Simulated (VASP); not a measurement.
# Ga2Sb2CO in VASP: further runs, part 2 of 2

VASP 6.6.1.

### Step 3. Single point, PBE+D3(BJ)

Contents of INCAR:

```
SYSTEM = Ga2Sb2CO
ALGO = Normal ; DIPOL = 0.5 0.5 0.348
EDIFF = 1E-7 ; ENCUT = 520
GGA = PE ; IDIPOL = 3
ISIF = 2 ; ISMEAR = 0
IVDW = 12 ; LASPH = .TRUE.
LCHARG = .FALSE. ; LDIPOL = .TRUE.
LREAL = .FALSE. ; LWAVE = .FALSE.
NBANDS = 32 ; NELM = 80
PREC = Accurate ; SIGMA = 0.1
```

Contents of KPOINTS:

```
k-points
0
G
  6 6 1
  0 0 0
```

Contents of POSCAR:

```
Ga2Sb2CO
1.0
    4.3343814647      0.0000000000      0.0000000000
   -2.1671907324      3.7536844581      0.0000000000
    0.0000000000      0.0000000000     23.6197422994
Sb Ga O C
2 2 1 1
Direct
    0.0000000000      0.0000000000      0.1693498578
    0.3333333333      0.6666666667      0.3259656336
    0.3333333333      0.6666666667      0.2068080104
    0.6666666667      0.3333333333      0.3585874135
    0.6666666667      0.7777777778      0.4898335533
    0.6666666667      0.7777777778      0.5385216375
```

Potentials or basis: VASP PAW PBE potentials, release 64 (Sb, Ga_d, O, C).

Command:

```console
$ cat potpaw_PBE.64/Sb/POTCAR potpaw_PBE.64/Ga_d/POTCAR potpaw_PBE.64/O/POTCAR potpaw_PBE.64/C/POTCAR > POTCAR
$ mpirun -np 1 vasp_std > vasp.out
```

OUTCAR:

```text
SYSTEM = Ga2Sb2CO
   EDIFF = 1E-7
   ENCUT = 520
   GGA = PE
   ISIF = 2
   ISMEAR = 0
   IVDW = 12
   LASPH = .TRUE.
   LREAL = .FALSE.
   NELM = 80
   PREC = Accurate
 IVDW          = 12

 ion  position               nearest neighbor table
   1  0.000  0.000  0.169-   3 2.65   3 2.65   3 2.65
   2  0.333  0.667  0.326-   4 2.62   4 2.62   4 2.62   3 2.81
   3  0.333  0.667  0.207-   1 2.65   1 2.65   1 2.65   2 2.81
   4  0.667  0.333  0.359-   2 2.62   2 2.62   2 2.62
   5  0.667  0.778  0.490-   6 1.15
   6  0.667  0.778  0.539-   5 1.15

  LATTYP: Found a hexagonal cell.
 ALAT       =     4.3343814647
 C/A-ratio  =     5.4493916818

  Lattice vectors:

 A1 = (   4.3343814647,   0.0000000000,   0.0000000000)
 A2 = (  -2.1671907324,   3.7536844581,   0.0000000000)
 A3 = (   0.0000000000,   0.0000000000,  23.6197422994)

Analysis of symmetry for initial positions (statically):
=====================================================================
 Subroutine PRICEL returns:
 Original cell was already a primitive cell.

 Routine SETGRP: Setting up the symmetry group for a
 hexagonal supercell.

 Subroutine GETGRP returns: Found  1 space group operations
 (whereof  1 operations were pure point group operations)
 out of a pool of 24 trial point group operations.

The static configuration has the point symmetry C_1 .

Analysis of symmetry for dynamics (positions and initial velocities):
=====================================================================
 Subroutine PRICEL returns:
 Original cell was already a primitive cell.

 Routine SETGRP: Setting up the symmetry group for a
 hexagonal supercell.

 Subroutine GETGRP returns: Found  1 space group operations
 (whereof  1 operations were pure point group operations)
 out of a pool of 24 trial point group operations.

[... 128 lines left out ...]
   GGA     = PE    functional components
   LHFCALC =     F    Hartree Fock is set to
   AEXX    =    0.0000 exact exchange contribution
   IVDW    =    12    specifies the selected vdW correction
   LEPSILON=     F    determine dielectric tensor
   LRPA    =     F    only Hartree local field effects (RPA)
 non-spin polarized calculation
 Gauss-broadening in eV      SIGMA  =   0.10
  energy-cutoff  :      520.00
  volume of cell :      384.29
 maximum number of plane-waves:     10378
   NGX = 17   NGY = 17   NGZ = 87

 dipolmoment           0.000000      0.000000      0.000048 electrons x Angstroem

 number of electron      46.0000007 magnetization

 dipolmoment           0.000000      0.000000     -0.098744 electrons x Angstroem

 Free energy of the ion-electron system (eV)
  ---------------------------------------------------
  ext. energy  EPLUGINS =         0.00000000
  ---------------------------------------------------
  free energy    TOTEN  =       -28.24780090 eV

  energy without entropy =      -28.24130796  energy(sigma->0) =      -28.24455443

 E-fermi :  -0.9884     XC(G=0):  -4.1146

 val. band max:       -1.0000474524   @ k =   0.0000   0.0000   0.0000
 cond. band min:      -0.9738381107   @ k =   0.3333   0.3333   0.0000
 fundamental gap:      0.0262093417
 Fermi energy:        -0.9883733784

 k-point     1 :       0.0000    0.0000    0.0000
  band No.  band energies     occupation
      1     -26.8785      2.00000
      2     -16.5268      2.00000
      3     -16.4805      2.00000
      4     -16.4799      2.00000
      5     -16.4192      2.00000
      6     -16.4187      2.00000
[... 689 lines left out ...]
     31       4.4111      0.00000
     32       4.6129      0.00000

------------------------ aborting loop because EDIFF is reached ----------------------------------------

 vacuum level on the upper side and lower side of the slab       (xc-potential included)        -0.544         0.529

 Edisp (eV)   -1.00055

 E8    (eV) :    -0.4652

  FORCE on cell =-STRESS in cart. coord.  units (eV):
  Direction    XX          YY          ZZ          XY          YZ          ZX
  --------------------------------------------------------------------------------------
  -------------------------------------------------------------------------------------
  Total      -0.08447    -0.06128    -0.97209    -0.01956     0.04659     0.05670
  in kB      -0.35219    -0.25551    -4.05283    -0.08154     0.19423     0.23637
  external pressure =       -1.55 kB  Pullay stress =        0.00 kB

 VOLUME and BASIS-vectors are now :
 -----------------------------------------------------------------------------
  energy-cutoff  :      520.00
  volume of cell :      384.29
      direct lattice vectors                 reciprocal lattice vectors
     4.334381465  0.000000000  0.000000000     0.230713427  0.133202459  0.000000000
    -2.167190732  3.753684458  0.000000000     0.000000000  0.266404918  0.000000000
     0.000000000  0.000000000 23.619742299     0.000000000  0.000000000  0.042337464

 POSITION                                       TOTAL-FORCE (eV/Angst)
 -----------------------------------------------------------------------------------
      0.00000      0.00000      4.00000        -0.005920     -0.001582      0.153959
     -0.00000      2.50246      7.69922        -0.003569     -0.004967     -0.044161
     -0.00000      2.50246      4.88475         0.000667      0.000142     -0.124510
      2.16719      1.25123      8.46974        -0.002957     -0.007367      0.000100
      1.20399      2.91953     11.56974         0.016281      0.018384      0.672674
      1.20399      2.91953     12.71974        -0.004502     -0.004610     -0.658062
 -----------------------------------------------------------------------------------
    total drift:                                0.000209      0.000223     -0.000758

  FREE ENERGIE OF THE ION-ELECTRON SYSTEM (eV)
  ---------------------------------------------------
  free  energy   TOTEN  =       -29.2483516351 eV

  energy  without entropy=      -29.2418586934  energy(sigma->0) =      -29.24510516

 vacuum level on the upper side and lower side of the slab         2.794         3.892
```

It took 4.6 min on 1 thread of Intel Xeon Platinum 8488C (Sapphire Rapids), shared host; peak memory 0.63 GiB.

Results:

| Property | Result |
| --- | --- |
| Free energy | -29.2484 eV |
| Largest force | 0.673 eV/Å |
| Band gap on the k mesh | 0.03 eV (least direct gap 0.16 eV) |
| Dispersion energy per atom | -0.167 eV |

Forces in eV/Å, atoms in the order of the input:
```
Sb  -0.006 -0.002  0.154
Sb  -0.004 -0.005 -0.044
Ga   0.001  0.000 -0.125
Ga  -0.003 -0.007  0.000
O    0.016  0.018  0.673
C   -0.005 -0.005 -0.658
```

Levels at points of the mesh, in eV from the valence-band top:
| k point | band 19 | band 20 | band 21 | band 22 | band 23 | band 24 | band 25 | band 26 | band 27 | band 28 |
| --- | --- | --- | --- | --- | --- | --- | --- | --- | --- | --- |
| (0.00, 0.00, 0.00) | -2.09 | -1.12 | -1.12 | 0.00 | 0.00 | 0.16 | 0.88 | 1.44 | 1.45 | 1.79 |
| (0.50, 0.00, 0.00) | -5.70 | -2.52 | -2.46 | -1.30 | -1.18 | 0.42 | 0.67 | 1.21 | 1.31 | 1.67 |
| (0.00, 0.50, 0.00) | -5.70 | -2.51 | -2.46 | -1.30 | -1.19 | 0.35 | 0.72 | 1.18 | 1.33 | 1.68 |
| (0.50, 0.50, 0.00) | -5.70 | -2.52 | -2.46 | -1.30 | -1.20 | 0.36 | 0.71 | 1.19 | 1.32 | 1.69 |

Caveat: spin-orbit coupling is left out, which moves the levels of the heavy elements.
